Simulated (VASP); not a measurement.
A run of VASP 6.6.1 is set up as follows.

The input POSCAR:

```
Ir
1.0
    0.0000000000      1.8717075000      1.9197000000
    1.8717075000      0.0000000000      1.9197000000
    1.8717075000      1.8717075000      0.0000000000
Ir
1
Direct
    0.0000000000      0.0000000000      0.0000000000
```

INCAR.step1

```
SYSTEM = Ir
  PREC = Accurate
  ENCUT = 620
  ISMEAR = 0
  SIGMA = 0.15
  LREAL = .FALSE.
  LASPH = .TRUE.
  NELM = 120
  NBANDS = 14
  GGA = PE
  ALGO = Normal
  EDIFF = 1E-5
  LWAVE = .TRUE.
  LCHARG = .FALSE.
  GGA_COMPAT = .FALSE.
```

The input INCAR.step2:

```
SYSTEM = Ir
  PREC = Accurate
  ENCUT = 620
  EDIFF = 1E-6
  ISMEAR = 0
  SIGMA = 0.15
  LREAL = .FALSE.
  LASPH = .TRUE.
  NELM = 120
  ALGO = Normal
  ISIF = 2
  LWAVE = .FALSE.
  LCHARG = .FALSE.
  METAGGA = R2SCAN
  LMIXTAU = .TRUE.
  NBANDS = 14
  ISTART = 1
  GGA_COMPAT = .FALSE.
```

KPOINTS

```
regular mesh
0
G
  22 22 22
  0 0 0
```

Potentials or basis: VASP PAW PBE potentials, release 64 (Ir_sv_GW).

Launch:

```bash
$ cat potpaw_PBE.64/Ir_sv_GW/POTCAR > POTCAR
$ cp INCAR.step1 INCAR
$ mpirun -np 1 vasp_std > vasp.out
$ cp INCAR.step2 INCAR
$ mpirun -np 1 vasp_std > vasp.out
```

Estimate the band gap on the k mesh.

zero (an odd number of electrons rules out a gap without spin polarisation).

Predict the pressure.

22.9 GPa.

Stress tensor (GPa, compression positive):
```
26.64  0.00  0.00
 0.00 26.64  0.00
 0.00  0.00 15.39
```

Caveat: the cell differs from its parent crystal (strain -0.025 along x and y, +0.000 along z); the stress differs along the axes, from 15 to 27 GPa; the PAW data sets were made with another functional, which shifts forces and pressure a little; spin-orbit coupling is left out, which moves the levels of the heavy elements.
